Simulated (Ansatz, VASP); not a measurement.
Ca in VASP and in Ansatz

The input INCAR:

```
  ALGO = Normal
  EDIFF = 1E-6
  ENCUT = 520
  GGA = PE
  ISIF = 2
  ISMEAR = 0
  LASPH = T
  LCHARG = F
  LREAL = F
  LWAVE = F
  NBANDS = 11
  NELM = 100
  PREC = Accurate
  SIGMA = 0.1
```

KPOINTS

```
k-points
0
Gamma
  12 12 12
```

Contents of POSCAR:

```
Ca
1.0
   -2.2801598183      2.4026944457      2.1864183187
    2.2801598183     -2.1960839644      1.9789526414
    2.2801598183      2.1960839644     -1.9789526414
Ca
1
Direct
    0.5000000000      0.5000000000      0.0000000000
```

Input for Ansatz:

```yaml
crystal:
  lattice:
    - [-2.2801598183, 2.4026944457, 2.1864183187]
    - [2.2801598183, -2.1960839644, 1.9789526414]
    - [2.2801598183, 2.1960839644, -1.9789526414]
  atoms:
    - { symbol: Ca, position: [0.5, 0.5, 0.0] }
basis:
  ecutwfc: 420
kpoints:
  mp_grid: { grid: [12, 12, 12] }
hamiltonian:
  xc: pbe
scf:
  occupations: { method: gaussian, width: 0.1 }
output:
  forces: true
  stress: true
  eigenvalues: true
  populations: true
```

Alike in both runs: task single point; functional PBE; k mesh 12 × 12 × 12; occupations gaussian, width 0.1 eV; no spin polarisation.

|  | VASP | Ansatz |
| --- | --- | --- |
| version | VASP 6.6.1 | Ansatz 0.2.0 |
| potentials or method | VASP PAW PBE potentials, release 64 (Ca_sv), cutoff 520 eV | scalar-relativistic, plane waves, PAW |
| valence electrons in the cell | 10 | 10 |

```csv
,VASP,Ansatz,Ansatz less VASP
gap on the k mesh at the Fermi level (eV),none,none,-
pressure (GPa),-0.5,-0.5,-0.01
"traceless stress, the component that is largest in VASP (GPa)",-1.21,-1.21,+0.001
```

A gap of «none» marks a metal or a gap that the smearing closes. With one functional, cell and mesh, what is left measures potentials, basis and numerics.
